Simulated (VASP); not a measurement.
Wanted: the native input for a VASP 6.6.1 run.

```
Task                   : single point
Functional             : PBE
Potentials or basis    : VASP PAW PBE potentials, release 64 (Cd, Se)
Cutoff                 : 520 eV
k mesh                 : 9 × 9 × 5
Occupations            : fermi-dirac, width 0.05 eV
Spin                   : no spin polarisation
Dipole correction      : no
Further INCAR settings : ALGO = Normal; EDIFF = 1e-06; NBANDS = 26
```

The structure of CdSe (wurtzite type) lies in POSCAR:

```
CdSe
1.0
    2.6935598335      0.0000000000      0.0000000000
   -1.3467799167      2.3326912424      0.0000000000
    0.0000000000      0.0000000000      9.9895283616
Cd Se
2 2
Direct
    0.3333333333      0.6666666667      0.0597560144
    0.6666666667      0.3333333333      0.5597560144
    0.3333333333      0.6666666667      0.3162439856
    0.6666666667      0.3333333333      0.8162439856
```

These files were run (other wordings do the same):

INCAR

```
SYSTEM = CdSe
  ALGO = Normal
  EDIFF = 1E-6
  ENCUT = 520
  GGA = PE
  ISIF = 2
  ISMEAR = -1
  LASPH = .TRUE.
  LCHARG = .FALSE.
  LREAL = .FALSE.
  LWAVE = .FALSE.
  NBANDS = 26
  NELM = 60
  PREC = Accurate
  SIGMA = 0.05
```

KPOINTS

```
k-points
0
G
  9 9 5
  0 0 0
```

Potentials or basis: VASP PAW PBE potentials, release 64 (Cd, Se).

Launch:

```sh
$ cat potpaw_PBE.64/Cd/POTCAR potpaw_PBE.64/Se/POTCAR > POTCAR
$ mpirun -np 1 vasp_std > vasp.out
```

It gave:

```json
{"Pressure": "51.3 GPa", "Band gap on the k mesh": "zero (bands 18 and 19 overlap by 7.09 eV)"}
```

Caveat: the cell stands under pressure.

It took 51 s on 1 thread of Intel Xeon 8259CL, with other jobs on the host, peak memory 0.21 GiB.
